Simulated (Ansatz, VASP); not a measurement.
# Two plane-wave programs on Ta2N

INCAR

```
  PREC = Accurate
  ENCUT = 520
  EDIFF = 1E-6
  ISMEAR = 0
  SIGMA = 0.15
  LREAL = F
  LASPH = T
  NELM = 100
  ALGO = Normal
  ISIF = 2
  LWAVE = F
  LCHARG = T
  GGA = PS
  LELF = T
  LVHAR = T
  NBANDS = 20
```

The input KPOINTS:

```
Automatic mesh
0
Gamma
  18 18 10
```

Contents of POSCAR:

```
Ta2N
1.0
    3.0786153869      0.0000000000      0.0000000000
   -1.5393076935      2.6661591336      0.0000000000
    0.0000000000      0.0000000000      4.8232571780
Ta N
2 1
Direct
    0.6666666667      0.3333333333      0.7877212030
    0.3333333333      0.6666666667      0.2537445519
    0.0000000000      0.0000000000      0.0000000000
```

Input for Ansatz:

```yaml
crystal:
  lattice:
    - [3.0786153869, 0.0, 0.0]
    - [-1.5393076935, 2.6661591336, 0.0]
    - [0.0, 0.0, 4.823257178]
  atoms:
    - { symbol: Ta, position: [0.6666666667, 0.3333333333, 0.787721203] }
    - { symbol: Ta, position: [0.3333333333, 0.6666666667, 0.2537445519] }
    - { symbol: "N", position: [0.0, 0.0, 0.0] }
basis:
  ecutwfc: 420
kpoints:
  mp_grid: { grid: [18, 18, 10] }
hamiltonian:
  xc: pbesol
scf:
  occupations: { method: gaussian, width: 0.15 }
output:
  forces: true
  stress: true
  eigenvalues: true
```

Alike in both runs: task single point; functional PBEsol; k mesh 18 × 18 × 10; occupations gaussian, width 0.15 eV; no spin polarisation.

```csv
,VASP,Ansatz
version,VASP 6.6.1,Ansatz 0.2.0
potentials or method,"VASP PAW PBE potentials, release 64 (Ta_pv, N), cutoff 520 eV","scalar-relativistic, plane waves, PAW"
valence electrons in the cell,27,31
```

VASP gave:

| Quantity | Value |
| --- | --- |
| gap on the k mesh at the Fermi level (eV) | none |
| pressure (GPa) | 11.0 |
| traceless stress, the component that is largest in VASP (GPa) | -5.44 |
| rms of the force components (eV/Å) | 1.561 |

Problem. Estimate Ansatz's values.

Solution. gap on the k mesh at the Fermi level (eV): none; pressure (GPa): 10.2; traceless stress, the component that is largest in VASP (GPa): -5.37; rms of the force components (eV/Å): 1.527.

VASP's potentials were made for PBE, not for PBEsol. Atom by atom the forces differ by 0.036 eV/Å (rms over components). A gap of «none» marks a metal or a gap that the smearing closes. VASP's potentials hold 27 valence electrons a cell and Ansatz's 31, so a difference there can come from the potentials and not from the codes.

Neither program's run includes spin-orbit coupling.
